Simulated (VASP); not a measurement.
# Al30Ga (a cell with a defect) in VASP: further runs

Runs on Al30Ga (a cell with a defect). Level: PBE+D3(BJ). Tasks: single point.

All numbers are computed with VASP 6.6.1; they aren't measurements. Logs are shortened: lines on timing, memory, paths and dates and some standing lists are left out, and cuts for length are marked.

**1. The cell of the first run**

The cell holds a defect, 31 atoms: a = 8.100 Å, b = 8.100 Å, c = 8.100 Å, α = 90.00°, β = 90.00°, γ = 90.00°.

**2. Single point, PBE+D3(BJ)**

INCAR

```
PREC = Accurate
ENCUT = 520
EDIFF = 1E-6
ISMEAR = 0
SIGMA = 0.05
LREAL = Auto
LASPH = True
NELM = 100
ALGO = Normal
ISIF = 2
LWAVE = False
LCHARG = False
GGA = PE
IVDW = 12
NBANDS = 72
```

KPOINTS

```
Automatic mesh
0
Gamma
  3 3 3
```

POSCAR

```
Al30Ga
1.0
    8.1000000000      0.0000000000      0.0000000000
    0.0000000000      8.1000000000      0.0000000000
    0.0000000000      0.0000000000      8.1000000000
Al Ga
30 1
Direct
    0.4997298765      0.0008381481      0.0002976543
    0.7463334568      0.2486237037      0.0036138272
    0.7459095062      0.0042460494      0.2482396296
   -0.0003002469      0.0000119753     -0.0005854321
    0.2530462963      0.2486508642      0.0036128395
    0.4997014815      0.4976470370      0.0029213580
    0.7510696296      0.7510322222     -0.0019234568
    0.2534508642      0.0042109877      0.2482287654
    0.7643454321      0.5079776543      0.2451391358
    0.4997150617      0.0035941975      0.4971733333
    0.7630030864      0.2457870370      0.5070883951
    0.7512407407     -0.0014814815      0.7505348148
   -0.0003456790      0.5009098765     -0.0071580247
    0.2482939506      0.7510679012     -0.0019476543
   -0.0003153086      0.2490962963      0.2486971605
    0.2351046914      0.5079680247      0.2451132099
    0.4997024691      0.7477398765      0.2514002469
   -0.0002958025     -0.0059935802      0.5004541975
    0.2363706173      0.2457725926      0.5071004938
    0.7467419753      0.7470979012      0.5003882716
    0.2481287654     -0.0014733333      0.7505360494
    0.4997111111      0.2516732099      0.7474975309
    0.7462923457      0.5008192593      0.7465944444
   -0.0003430864      0.7597302469      0.2484734568
   -0.0003148148      0.5017974074      0.5015650617
    0.2526334568      0.7471077778      0.5003658025
   -0.0002990123      0.2489622222      0.7584371605
    0.2530597531      0.5008177778      0.7466124691
    0.4997291358      0.7487219753      0.7479519753
   -0.0002983951      0.7493204938      0.7489455556
    0.4996164198      0.3359249383      0.3331761728
```

Potentials or basis: VASP PAW PBE potentials, release 64 (Al, Ga_d).

Run with:

```sh
$ cat potpaw_PBE.64/Al/POTCAR potpaw_PBE.64/Ga_d/POTCAR > POTCAR
$ mpirun -np 1 vasp_std > vasp.out
```

OUTCAR:

```text
PREC = Accurate
   ENCUT = 520
   EDIFF = 1E-6
   ISMEAR = 0
   LREAL = Auto
   LASPH = True
   NELM = 100
   ISIF = 2
   GGA = PE
   IVDW = 12
 IVDW          = 12

 ion  position               nearest neighbor table
   1  0.500  0.001  0.000-   3 2.83   8 2.83   2 2.83   5 2.83   7 2.87  14 2.87  12 2.87  21 2.87
                            22 2.88  17 2.89  29 2.89
   2  0.746  0.249  0.004-   3 2.80   1 2.83   6 2.84  15 2.86  27 2.86   9 2.87   4 2.88  22 2.88
                            12 2.88  13 2.90  23 2.92
   3  0.746  0.004  0.248-   2 2.80   1 2.83  10 2.84  24 2.85  15 2.86  11 2.87   4 2.88  17 2.88
                             7 2.88  18 2.90  20 2.92
   4  1.000  0.000  0.999-  24 2.80  27 2.81  21 2.85  12 2.85  14 2.85   7 2.85  15 2.85  30 2.87
                             2 2.88   5 2.88   8 2.88   3 2.88
   5  0.253  0.249  0.004-   8 2.80   1 2.83   6 2.84  15 2.86  27 2.86  16 2.87   4 2.88  22 2.88
                            21 2.88  13 2.90  28 2.92
   6  0.500  0.498  0.003-   5 2.84   2 2.84  17 2.86  22 2.87  23 2.88  28 2.88   7 2.89  14 2.89
                            29 2.90  16 2.91   9 2.91  31 2.98
   7  0.751  0.751  0.998-   9 2.81  12 2.84   4 2.85  30 2.85  13 2.86  24 2.86   1 2.87  29 2.87
                            23 2.87   3 2.88  17 2.89   6 2.89
   8  0.253  0.004  0.248-   5 2.80   1 2.83  10 2.84  24 2.85  15 2.86  19 2.87   4 2.88  17 2.88
                            14 2.88  18 2.90  26 2.92
   9  0.764  0.508  0.245-  31 2.65  24 2.79  13 2.80   7 2.81  25 2.82  15 2.83  20 2.84   2 2.87
[... 28 lines left out ...]
                             6 2.88  27 2.90   2 2.92
  24  1.000  0.760  0.248-  18 2.79   9 2.79  16 2.79   4 2.80   3 2.85   8 2.85   7 2.86  14 2.86
                            20 2.89  26 2.89  25 2.93  13 2.95
  25  1.000  0.502  0.502-   9 2.82  16 2.82  11 2.82  19 2.82  30 2.83  20 2.85  26 2.85  28 2.86
                            23 2.86  15 2.90  27 2.92  24 2.93
  26  0.253  0.747  0.500-  28 2.82  29 2.83  16 2.84  17 2.84  25 2.85  18 2.86  30 2.87  21 2.87
                            10 2.88  24 2.89   8 2.92
  27  1.000  0.249  0.758-  13 2.79  19 2.80  11 2.80   4 2.81   5 2.86   2 2.86  21 2.86  12 2.86
                            28 2.90  23 2.90  25 2.92  18 2.94
  28  0.253  0.501  0.747-  26 2.82  29 2.83  19 2.84  22 2.84  25 2.86  13 2.86  14 2.87  30 2.87
                             6 2.88  27 2.90   5 2.92
  29  0.500  0.749  0.748-  23 2.83  28 2.83  20 2.83  26 2.83  12 2.87  21 2.87   7 2.87  14 2.87
                             1 2.89  10 2.90   6 2.90
  30  1.000  0.749  0.749-  13 2.82  18 2.82  25 2.83  21 2.85  12 2.85  14 2.85   7 2.85   4 2.87
                            26 2.87  20 2.87  28 2.87  23 2.87
  31  0.500  0.336  0.333-  16 2.65   9 2.65  19 2.66  11 2.66   6 2.98  10 3.00

  LATTYP: Found a simple cubic cell.
 ALAT       =     8.1000000000

  Lattice vectors:

 A1 = (   8.1000000000,   0.0000000000,   0.0000000000)
 A2 = (   0.0000000000,   8.1000000000,   0.0000000000)
 A3 = (   0.0000000000,   0.0000000000,   8.1000000000)

Analysis of symmetry for initial positions (statically):
[... 189 lines left out ...]
   IALGO  =     38    algorithm
   IMIX   =      4    mixing-type and parameters
     AMIX     =   0.40;   BMIX     =  1.00
     AMIX_MAG =   1.60;   BMIX_MAG =  1.00
  volume/ion in A,a.u.               =      17.14       115.69
  Fermi-wavevector in a.u.,A,eV,Ry     =   0.947405  1.790335 12.212259  0.897576
  Thomas-Fermi vector in A             =   2.075495
   LORBIT       =      0    0 simple, 1 ext, 2 COOP (PROOUT), +10 PAW based schemes
   GGA     = PE    functional components
   LHFCALC =     F    Hartree Fock is set to
   AEXX    =    0.0000 exact exchange contribution
   IVDW    =    12    specifies the selected vdW correction
   LEPSILON=     F    determine dielectric tensor
   LRPA    =     F    only Hartree local field effects (RPA)
 non-spin polarized calculation
 Gauss-broadening in eV      SIGMA  =   0.05
  energy-cutoff  :      520.00
  volume of cell :      531.44
 maximum number of plane-waves:     14358
   NGX = 31   NGY = 31   NGZ = 31

 number of electron     103.0000012 magnetization

 Free energy of the ion-electron system (eV)
  ---------------------------------------------------
  ext. energy  EPLUGINS =         0.00000000
  ---------------------------------------------------
  free energy    TOTEN  =      -114.76522391 eV

  energy without entropy =     -114.75261727  energy(sigma->0) =     -114.75892059

 E-fermi :   7.4246     XC(G=0): -10.0775

 val. band max:        7.3962043563   @ k =  -0.3333  -0.3333   0.3333
 cond. band min:       7.4435968982   @ k =  -0.3333   0.3333   0.3333
 fundamental gap:      0.0473925419
 Fermi energy:         7.4245867545

 k-point     1 :       0.0000    0.0000    0.0000
  band No.  band energies     occupation
      1      -7.4523      2.00000
      2      -7.4445      2.00000
      3      -7.4378      2.00000
      4      -7.4240      2.00000
      5      -7.4095      2.00000
      6      -3.4223      2.00000
[... 913 lines left out ...]
     62       9.2250      0.00000
     63       9.4334      0.00000
 [bands above 63 left out]

------------------------ aborting loop because EDIFF is reached ----------------------------------------

 Edisp (eV)  -10.04119

 E8    (eV) :    -4.4975

  FORCE on cell =-STRESS in cart. coord.  units (eV):
  Direction    XX          YY          ZZ          XY          YZ          ZX
  --------------------------------------------------------------------------------------
  -------------------------------------------------------------------------------------
  Total     -11.36291   -13.20787   -13.20730    -0.00047    -0.35495    -0.00267
  in kB     -34.25667   -39.81882   -39.81710    -0.00142    -1.07010    -0.00805
  external pressure =      -37.96 kB  Pullay stress =        0.00 kB

 VOLUME and BASIS-vectors are now :
 -----------------------------------------------------------------------------
  energy-cutoff  :      520.00
  volume of cell :      531.44
      direct lattice vectors                 reciprocal lattice vectors
     8.100000000  0.000000000  0.000000000     0.123456790  0.000000000  0.000000000
     0.000000000  8.100000000  0.000000000     0.000000000  0.123456790  0.000000000
     0.000000000  0.000000000  8.100000000     0.000000000  0.000000000  0.123456790

 POSITION                                       TOTAL-FORCE (eV/Angst)
 -----------------------------------------------------------------------------------
      4.04781      0.00679      0.00241        -0.004674      0.015335      0.012168
      6.04530      2.01385      0.02927        -0.005727      0.007354      0.013350
      6.04187      0.03439      2.01074         0.001987      0.010350      0.006900
      8.09757      0.00010      8.09526        -0.002589      0.005015      0.001159
      2.04968      2.01407      0.02926         0.008029      0.005821      0.013625
      4.04758      4.03094      0.02366        -0.000691      0.006448      0.011987
[... 23 lines left out ...]
      8.09758      6.06950      6.06646        -0.002373      0.003155     -0.001265
      4.04689      2.72099      2.69873         0.004417     -0.311516     -0.298931
 -----------------------------------------------------------------------------------
    total drift:                                0.000311     -0.004963     -0.013749

  FREE ENERGIE OF THE ION-ELECTRON SYSTEM (eV)
  ---------------------------------------------------
  free  energy   TOTEN  =      -124.8064108390 eV

  energy  without entropy=     -124.7938042055  energy(sigma->0) =     -124.80010752
```

It took 16 min on 1 thread of Intel Xeon 8259CL, shared host; peak memory 0.67 GiB.

What came out:

```
Free energy                : -124.8064 eV
Pressure                   : -3.8 GPa
Largest force              : 0.432 eV/Å
Band gap on the k mesh     : zero (an odd number of electrons rules out a gap without spin polarisation)
Dispersion energy per atom : -0.324 eV
```

Forces on the atoms (eV/Å):
```
Al  -0.005  0.015  0.012
Al  -0.006  0.007  0.013
Al   0.002  0.010  0.007
Al  -0.003  0.005  0.001
Al   0.008  0.006  0.014
Al  -0.001  0.006  0.012
Al   0.005  0.011  0.000
Al   0.002  0.011  0.007
Al  -0.023  0.011  0.028
Al  -0.001  0.006  0.006
Al  -0.010  0.032  0.013
Al   0.005  0.002  0.008
Al   0.002  0.006  0.023
Al  -0.004  0.010  0.000
Al  -0.001  0.004  0.006
Al   0.019  0.015  0.026
Al   0.000  0.014  0.005
Al  -0.001  0.022  0.007
Al   0.009  0.032  0.013
Al  -0.003  0.012  0.005
Al  -0.002  0.003  0.007
Al  -0.001  0.004  0.016
Al   0.004  0.006  0.011
Al   0.002  0.017  0.009
Al   0.000  0.015  0.019
Al   0.005  0.011  0.006
Al   0.000  0.010  0.016
Al  -0.002  0.006  0.010
Al  -0.002 -0.001 -0.001
Al  -0.002  0.003 -0.001
Ga   0.004 -0.312 -0.299
```

**3. Single point, PBE+D3(BJ)**

INCAR

```
  ALGO = Normal
  EDIFF = 1E-7
  ENCUT = 520
  GGA = PE
  ISIF = 2
  ISMEAR = 0
  IVDW = 12
  LASPH = True
  LCHARG = False
  LREAL = Auto
  LWAVE = False
  NBANDS = 72
  NELM = 60
  PREC = Accurate
  SIGMA = 0.05
```

KPOINTS

```
k-points
0
Gamma
  3 3 3
```

POSCAR

```
Al30Ga
1.0
    8.1000000000      0.0000000000      0.0000000000
    0.0000000000      8.1000000000      0.0000000000
    0.0000000000      0.0000000000      8.1000000000
Al Ga
30 1
Direct
    0.4999443210      0.0022722222      0.0019592593
    0.7470362963      0.2502244444      0.0029137037
    0.7467044444      0.0029713580      0.2502429630
   -0.0000904938      0.0012524691      0.0013754321
    0.2528102469      0.2502382716      0.0029167901
    0.4999370370      0.4993586420      0.0017797531
    0.7514248148      0.7520513580     -0.0006241975
    0.2531177778      0.0029796296      0.2502470370
    0.7587535802      0.5019092593      0.2443011111
    0.4999297531      0.0016404938      0.4995537037
    0.7579514815      0.2446691358      0.5017258025
    0.7515285185     -0.0005441975      0.7520537037
   -0.0000817284      0.5020339506     -0.0078238272
    0.2484008642      0.7520664198     -0.0006374074
   -0.0000741975      0.2486551852      0.2487722222
    0.2411244444      0.5019320988      0.2443203704
    0.4999264198      0.7493781481      0.2507016049
   -0.0000723457     -0.0071383951      0.5019513580
    0.2419003704      0.2446738272      0.5017460494
    0.7470848148      0.7470656790      0.5017775309
    0.2482811111     -0.0005407407      0.7520592593
    0.4999290123      0.2509246914      0.7490497531
    0.7468000000      0.5017493827      0.7468624691
   -0.0000944444      0.7545767901      0.2498588889
   -0.0000687654      0.5016154321      0.5016269136
    0.2527496296      0.7470854321      0.5017811111
   -0.0000813580      0.2498785185      0.7540795062
    0.2530227160      0.5017727160      0.7469016049
    0.4999276543      0.7492835802      0.7492914815
   -0.0000867901      0.7506962963      0.7505300000
    0.4999690123      0.4573177778      0.4558419753
```

Potentials or basis: VASP PAW PBE potentials, release 64 (Al, Ga_d).

Run with:

```sh
$ cat potpaw_PBE.64/Al/POTCAR potpaw_PBE.64/Ga_d/POTCAR > POTCAR
$ mpirun -np 1 vasp_std > vasp.out
```

Run time: 7.4 min. Hardware: 1 thread of Intel Xeon Platinum 8488C (Sapphire Rapids), shared host; peak memory 0.66 GiB.

Results (log left out):

| Property | Result |
| --- | --- |
| Free energy | -125.0311 eV |
| Pressure | -4.0 GPa |
| Largest force | 0.400 eV/Å |
| Band gap on the k mesh | zero (an odd number of electrons rules out a gap without spin polarisation) |
| Dispersion energy per atom | -0.324 eV |

Forces on the atoms (eV/Å):
```
Al  -0.001 -0.003 -0.004
Al  -0.004 -0.006 -0.011
Al   0.002 -0.010 -0.007
Al   0.000 -0.003 -0.007
Al   0.004 -0.008 -0.010
Al  -0.001 -0.008 -0.010
Al   0.005 -0.005 -0.012
Al   0.000 -0.010 -0.008
Al  -0.043 -0.032  0.005
Al  -0.001 -0.010 -0.007
Al  -0.033  0.002 -0.033
Al   0.004 -0.010 -0.008
Al   0.001 -0.008  0.001
Al  -0.004 -0.006 -0.011
Al   0.000 -0.014 -0.014
Al   0.043 -0.032  0.004
Al  -0.001  0.001 -0.019
Al  -0.001 -0.001 -0.009
Al   0.034  0.004 -0.033
Al   0.000 -0.007 -0.009
Al  -0.003 -0.009 -0.007
Al  -0.001 -0.019  0.002
Al   0.004 -0.007 -0.007
Al   0.001 -0.029 -0.006
Al   0.001 -0.003 -0.004
Al   0.001 -0.008 -0.008
Al   0.001 -0.005 -0.024
Al  -0.002 -0.007 -0.008
Al  -0.001 -0.017 -0.019
Al  -0.001 -0.004 -0.006
Ga  -0.001  0.276  0.289
```

Stress tensor (GPa, compression positive):
```
-4.00  0.00  0.00
 0.00 -4.04 -0.26
 0.00 -0.26 -4.04
```

Levels at points of the mesh, in eV from the Fermi level:
| k point | band 50 | band 51 | band 52 | band 53 | band 54 | band 55 |
| --- | --- | --- | --- | --- | --- | --- |
| (0.00, 0.00, 0.00) | -0.26 | 0.38 | 0.51 | 0.55 | 0.57 | 0.59 |

(Continued in part 2 of 2.)
